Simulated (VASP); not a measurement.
# TlPt (P6/mmm) in VASP: notebook

The runs below take TlPt through single point, with r2SCAN.

All numbers are computed with VASP 6.6.1; they aren't measurements. Logs are shortened: lines on timing, memory, paths and dates and some standing lists are left out, and cuts for length are marked.

### 1 The cell of the first run

It takes space group P6/mmm (No. 191, hexagonal). Conventional cell: a = 6.515 Å, b = 6.515 Å, c = 3.927 Å, α = 90.00°, β = 90.00°, γ = 120.00°. Tl (site symmetry mmm) has 6 Pt at 2.72 to 3.26 Å and 4 Tl at 3.26 Å within 3.6 Å. Pt (site symmetry 6/mmm) has 6 Tl at 3.26 Å and 14 Pt at 3.93 to 4.24 Å within 4.3 Å. Pt (site symmetry -6m2) has 6 Tl at 2.72 Å within 3.6 Å.

### 2 Single point, r2SCAN

POSCAR reads:

```
TlPt
1.0
    6.5146327026      0.0000000000      0.0000000000
   -3.2573163513      5.6418374167      0.0000000000
    0.0000000000      0.0000000000      3.9265257473
Tl Pt
3 3
Direct
    0.5000000000      0.0000000000      0.0000000000
    0.5000000000      0.5000000000      0.0000000000
    0.0000000000      0.5000000000      0.0000000000
    0.0000000000      0.0000000000      0.0000000000
    0.3333333333      0.6666666667      0.5000000000
    0.6666666667      0.3333333333      0.5000000000
```

INCAR.step1 reads:

```
  ALGO = Normal
  EDIFF = 1E-4
  ENCUT = 520
  GGA = PE
  ISMEAR = 0
  LASPH = T
  LCHARG = F
  LREAL = F
  LWAVE = T
  NBANDS = 44
  NELM = 80
  PREC = Accurate
  SIGMA = 0.05
```

INCAR.step2 reads:

```
  ALGO = Normal
  EDIFF = 1E-7
  ENCUT = 520
  ISIF = 2
  ISMEAR = 0
  ISTART = 1
  LASPH = T
  LCHARG = F
  LMIXTAU = T
  LREAL = F
  LWAVE = F
  METAGGA = R2SCAN
  NBANDS = 44
  NELM = 80
  PREC = Accurate
  SIGMA = 0.05
```

KPOINTS reads:

```
k-points
0
Gamma
  6 6 8
```

Potentials or basis: VASP PAW PBE potentials, release 64 (Tl_d, Pt).

On the command line:

```console
$ cat potpaw_PBE.64/Tl_d/POTCAR potpaw_PBE.64/Pt/POTCAR > POTCAR
$ cp INCAR.step1 INCAR
$ mpirun -np 1 vasp_std > vasp.out
$ cp INCAR.step2 INCAR
$ mpirun -np 1 vasp_std > vasp.out
```

OUTCAR:

```text
EDIFF = 1E-7
   ENCUT = 520
   ISIF = 2
   ISMEAR = 0
   ISTART = 1
   LASPH = T
   LREAL = F
   METAGGA = R2SCAN
   NELM = 80
   PREC = Accurate

 ion  position               nearest neighbor table
   1  0.500  0.000  0.000-   5 2.72   6 2.72   5 2.72   6 2.72   2 3.26   3 3.26   2 3.26   3 3.26
                             4 3.26   4 3.26
   2  0.500  0.500  0.000-   5 2.72   6 2.72   5 2.72   6 2.72   1 3.26   4 3.26   1 3.26   4 3.26
                             3 3.26   3 3.26
   3  0.000  0.500  0.000-   5 2.72   6 2.72   5 2.72   6 2.72   1 3.26   4 3.26   4 3.26   1 3.26
                             2 3.26   2 3.26
   4  0.000  0.000  0.000-   2 3.26   3 3.26   3 3.26   2 3.26   1 3.26   1 3.26
   5  0.333  0.667  0.500-   1 2.72   1 2.72   3 2.72   3 2.72   2 2.72   2 2.72
   6  0.667  0.333  0.500-   1 2.72   1 2.72   3 2.72   3 2.72   2 2.72   2 2.72

  LATTYP: Found a hexagonal cell.
 ALAT       =     6.5146327026
 C/A-ratio  =     0.6027240409

  Lattice vectors:

 A1 = (   6.5146327026,   0.0000000000,   0.0000000000)
 A2 = (  -3.2573163513,   5.6418374167,   0.0000000000)
 A3 = (   0.0000000000,   0.0000000000,   3.9265257473)

Analysis of symmetry for initial positions (statically):
=====================================================================
 Subroutine PRICEL returns:
 Original cell was already a primitive cell.

 Routine SETGRP: Setting up the symmetry group for a
 hexagonal supercell.

 Subroutine GETGRP returns: Found 24 space group operations
 (whereof 24 operations were pure point group operations)
 out of a pool of 24 trial point group operations.

The static configuration has the point symmetry D_6h.

Analysis of symmetry for dynamics (positions and initial velocities):
=====================================================================
 Subroutine PRICEL returns:
 Original cell was already a primitive cell.

 Routine SETGRP: Setting up the symmetry group for a
 hexagonal supercell.

 Subroutine GETGRP returns: Found 24 space group operations
 (whereof 24 operations were pure point group operations)
 out of a pool of 24 trial point group operations.

The dynamic configuration has the point symmetry D_6h.

 Subroutine INISYM returns: Found 24 space group operations
 (whereof 24 operations are pure point group operations),
 and found     1 'primitive' translations

----------------------------------------------------------------------------------------

[... 103 lines left out ...]
   NSW    =      0    number of steps for IOM
   IBRION =     -1    ionic relax: 0-MD 1-quasi-New 2-CG
   NFREE  =      0    steps in history (QN), initial steepest desc. (CG)
   ISIF   =      2    stress and relaxation
   ISYM   =      2    0-nonsym 1-usesym 2-fastsym
   POTIM  = 0.5000    time-step for ionic-motion
   TEBEG  =    0.0;   TEEND  =   0.0 temperature during run
   PSTRESS=    0.0 pullay stress
   NELECT =      69.0000    total number of electrons
   NUPDOWN=      -1.0000    fix difference up-down
   EMIN   =  10.00;   EMAX   =-10.00  energy-range for DOS
   EFERMI =   0.00;   METHOD = LEGACY
   ISMEAR =     0;   SIGMA  =   0.05  broadening in eV -4-tet -1-fermi 0-gaus
   EFERMI_NEDOS =   21; number of points for ismear=-14 and -15
   IALGO  =     38    algorithm
   IMIX   =      4    mixing-type and parameters
     AMIX     =   0.40;   BMIX     =  1.00
     AMIX_MAG =   1.60;   BMIX_MAG =  1.00
  volume/ion in A,a.u.               =      24.05       162.32
  Fermi-wavevector in a.u.,A,eV,Ry     =   1.280123  2.419081 22.296054  1.638714
  Thomas-Fermi vector in A             =   2.412569
   LORBIT       =      0    0 simple, 1 ext, 2 COOP (PROOUT), +10 PAW based schemes
   METAGGA = R2SCAN    functional components
   LHFCALC =     F    Hartree Fock is set to
   AEXX    =    0.0000 exact exchange contribution
   IVDW    =     0    specifies the selected vdW correction
   LEPSILON=     F    determine dielectric tensor
   LRPA    =     F    only Hartree local field effects (RPA)
 non-spin polarized calculation
 Gauss-broadening in eV      SIGMA  =   0.05
  energy-cutoff  :      520.00
  volume of cell :      144.32
 maximum number of plane-waves:      3909
   NGX = 25   NGY = 25   NGZ = 15

 number of electron      69.0000001 magnetization

 Free energy of the ion-electron system (eV)
  ---------------------------------------------------
  ext. energy  EPLUGINS =         0.00000000
  ---------------------------------------------------
  free energy    TOTEN  =      -311.00069284 eV

  energy without entropy =     -310.99687354  energy(sigma->0) =     -310.99878319

 E-fermi :   6.2618     XC(G=0): -11.4236

 val. band max:        6.2584686108   @ k =   0.5000   0.0000   0.3750
 cond. band min:       6.2753217633   @ k =   0.3333   0.0000   0.0000
 fundamental gap:      0.0168531525
 Fermi energy:         6.2617661309

 k-point     1 :       0.0000    0.0000    0.0000
  band No.  band energies     occupation
      1      -6.7128      2.00000
      2      -6.1318      2.00000
      3      -6.1318      2.00000
      4      -6.0606      2.00000
      5      -6.0183      2.00000
      6      -6.0183      2.00000
[... 1117 lines left out ...]
     43      12.2990      0.00000
     44      12.4462      0.00000

 [... further k-points ...]

------------------------ aborting loop because EDIFF is reached ----------------------------------------

  FORCE on cell =-STRESS in cart. coord.  units (eV):
  Direction    XX          YY          ZZ          XY          YZ          ZX
  --------------------------------------------------------------------------------------
  -------------------------------------------------------------------------------------
  Total        0.2178789      0.2178789      0.3783111      0.0000000      0.0000000      0.0000000
  in kB        2.4188382      2.4188382      4.1999165      0.0000000      0.0000000      0.0000000
  external PRESSURE =       3.0125310 kB  Pullay stress =       0.0000000 kB

 VOLUME and BASIS-vectors are now :
 -----------------------------------------------------------------------------
  energy-cutoff  :      520.00
  volume of cell :      144.32
      direct lattice vectors                 reciprocal lattice vectors
     6.514632703  0.000000000  0.000000000     0.153500596  0.088623610  0.000000000
    -3.257316351  5.641837417  0.000000000     0.000000000  0.177247220  0.000000000
     0.000000000  0.000000000  3.926525747     0.000000000  0.000000000  0.254678070

 POSITION                                       TOTAL-FORCE (eV/Angst)
 -----------------------------------------------------------------------------------
      3.25732      0.00000      0.00000        -0.000000      0.000000      0.000000
      1.62866      2.82092      0.00000        -0.000000      0.000000      0.000000
     -1.62866      2.82092      0.00000        -0.000000      0.000000      0.000000
      0.00000      0.00000      0.00000        -0.000000      0.000000      0.000000
     -0.00000      3.76122      1.96326         0.000000      0.000000      0.000000
      3.25732      1.88061      1.96326         0.000000      0.000000      0.000000
 -----------------------------------------------------------------------------------
    total drift:                               -0.000000      0.000000      0.000000

  FREE ENERGIE OF THE ION-ELECTRON SYSTEM (eV)
  ---------------------------------------------------
  free  energy   TOTEN  =      -311.0006928424 eV

  energy  without entropy=     -310.9968735361  energy(sigma->0) =     -310.99878319
```

It took 12 min on 1 thread of AMD EPYC 7R13 (Zen 3), shared host; peak memory 0.36 GiB.

What came out:

```yaml
Free_energy: -311.0007 eV
Pressure: 0.3 GPa
Band_gap_on_the_k_mesh: zero (an odd number of electrons rules out a gap without spin polarisation)
```

Caveat: the PAW data sets were made with another functional, which shifts forces and pressure a little; spin-orbit coupling is left out, which moves the levels of the heavy elements.

### 3 Single point, r2SCAN

POSCAR is that of step 2.

INCAR.step1 reads:

```
SYSTEM = TlPt
ALGO = Normal
EDIFF = 1E-4
ENCUT = 520
GGA = PE
ISMEAR = 0
LASPH = .TRUE.
LCHARG = .FALSE.
LREAL = .FALSE.
LWAVE = .TRUE.
NBANDS = 44
NELM = 100
PREC = Accurate
SIGMA = 0.05
```

INCAR.step2 reads:

```
SYSTEM = TlPt
ALGO = Normal
EDIFF = 1E-6
ENCUT = 520
ISIF = 2
ISMEAR = 0
ISTART = 1
LASPH = .TRUE.
LCHARG = .FALSE.
LMIXTAU = .TRUE.
LREAL = .FALSE.
LWAVE = .FALSE.
METAGGA = R2SCAN
NBANDS = 44
NELM = 100
PREC = Accurate
SIGMA = 0.05
```

KPOINTS reads:

```
k-points
0
G
  6 6 8
  0 0 0
```

Potentials or basis: VASP PAW PBE potentials, release 64 (Tl_d, Pt).

On the command line:

```console
$ cat potpaw_PBE.64/Tl_d/POTCAR potpaw_PBE.64/Pt/POTCAR > POTCAR
$ cp INCAR.step1 INCAR
$ mpirun -np 1 vasp_std > vasp.out
$ cp INCAR.step2 INCAR
$ mpirun -np 1 vasp_std > vasp.out
```

OUTCAR:

```text
SYSTEM = TlPt
   EDIFF = 1E-6
   ENCUT = 520
   ISIF = 2
   ISMEAR = 0
   ISTART = 1
   LASPH = .TRUE.
   LREAL = .FALSE.
   METAGGA = R2SCAN
   NELM = 100
   PREC = Accurate

 ion  position               nearest neighbor table
   1  0.500  0.000  0.000-   5 2.72   6 2.72   5 2.72   6 2.72   2 3.26   3 3.26   2 3.26   3 3.26
                             4 3.26   4 3.26
   2  0.500  0.500  0.000-   5 2.72   6 2.72   5 2.72   6 2.72   1 3.26   4 3.26   1 3.26   4 3.26
                             3 3.26   3 3.26
   3  0.000  0.500  0.000-   5 2.72   6 2.72   5 2.72   6 2.72   1 3.26   4 3.26   4 3.26   1 3.26
                             2 3.26   2 3.26
[... 1339 lines left out ...]
  Total        0.2181163      0.2181163      0.3785521      0.0000000      0.0000000     -0.0000000
  in kB        2.4214740      2.4214740      4.2025928      0.0000000      0.0000000     -0.0000000
  external PRESSURE =       3.0151803 kB  Pullay stress =       0.0000000 kB

 VOLUME and BASIS-vectors are now :
 -----------------------------------------------------------------------------
  energy-cutoff  :      520.00
  volume of cell :      144.32
      direct lattice vectors                 reciprocal lattice vectors
     6.514632703  0.000000000  0.000000000     0.153500596  0.088623610  0.000000000
    -3.257316351  5.641837417  0.000000000     0.000000000  0.177247220  0.000000000
     0.000000000  0.000000000  3.926525747     0.000000000  0.000000000  0.254678070

 POSITION                                       TOTAL-FORCE (eV/Angst)
 -----------------------------------------------------------------------------------
      3.25732      0.00000      0.00000        -0.000000      0.000000      0.000000
      1.62866      2.82092      0.00000         0.000000      0.000000      0.000000
     -1.62866      2.82092      0.00000        -0.000000      0.000000      0.000000
      0.00000      0.00000      0.00000        -0.000000      0.000000      0.000000
     -0.00000      3.76122      1.96326        -0.000000      0.000000      0.000000
      3.25732      1.88061      1.96326        -0.000000      0.000000      0.000000
 -----------------------------------------------------------------------------------
    total drift:                               -0.000000      0.000000      0.000000

  FREE ENERGIE OF THE ION-ELECTRON SYSTEM (eV)
  ---------------------------------------------------
  free  energy   TOTEN  =      -311.0006928387 eV

  energy  without entropy=     -310.9968735517  energy(sigma->0) =     -310.99878320
```

It took 12 min on 1 thread of AMD EPYC 7R13 (Zen 3), shared host; peak memory 0.36 GiB.

Results:

| Item | Value |
| --- | --- |
| Free energy | -311.0007 eV |
| Pressure | 0.3 GPa |
| Band gap on the k mesh | zero (an odd number of electrons rules out a gap without spin polarisation) |

Stress tensor (GPa, compression positive):
```
0.24 0.00 0.00
0.00 0.24 0.00
0.00 0.00 0.42
```

Caveat: the PAW data sets were made with another functional, which shifts forces and pressure a little; spin-orbit coupling is left out, which moves the levels of the heavy elements.
